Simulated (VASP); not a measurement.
Here is a VASP 6.6.1 calculation.

INCAR

```
ALGO     = Normal         # electronic algorithm
EDIFF    = 1E-6           # SCF threshold, eV
ENCUT    = 600            # plane-wave cutoff, eV
GGA      = PE             # functional
GGA_COMPAT= F            
ISIF     = 2              # what is computed and relaxed
ISMEAR   = 0              # smearing method
LASPH    = T              # aspherical terms in the spheres
LCHARG   = F              # write CHGCAR
LREAL    = F              # projectors in reciprocal space
LWAVE    = F              # write WAVECAR
NBANDS   = 11             # bands
NELM     = 120            # most SCF steps
PREC     = Accurate       # precision mode
SIGMA    = 0.01           # smearing width, eV
```

File KPOINTS:

```
k-points
0
Gamma
  6 6 6
```

Contents of POSCAR:

```
BN
1.0
    0.0000000000      1.8549819070      1.8549819070
    1.8549819070      0.0000000000      1.8549819070
    1.8549819070      1.8549819070      0.0000000000
B N
1 1
Direct
    0.0000000000      0.0000000000      0.0000000000
    0.2500000000      0.2500000000      0.2500000000
```

Potentials or basis: VASP PAW PBE potentials, release 64 (B, N).

The run is started by

```sh
$ cat potpaw_PBE.64/B/POTCAR potpaw_PBE.64/N/POTCAR > POTCAR
$ mpirun -np 1 vasp_std > vasp.out
```

Task: Predict the pressure.

Result: -22.9 GPa.

Task: Predict the band gap on the k mesh.

Result: 4.37 eV, indirect (least direct gap 8.45 eV).

Caveat: the k points lie up to 0.49 Å⁻¹ apart. A k mesh can miss the band edges.
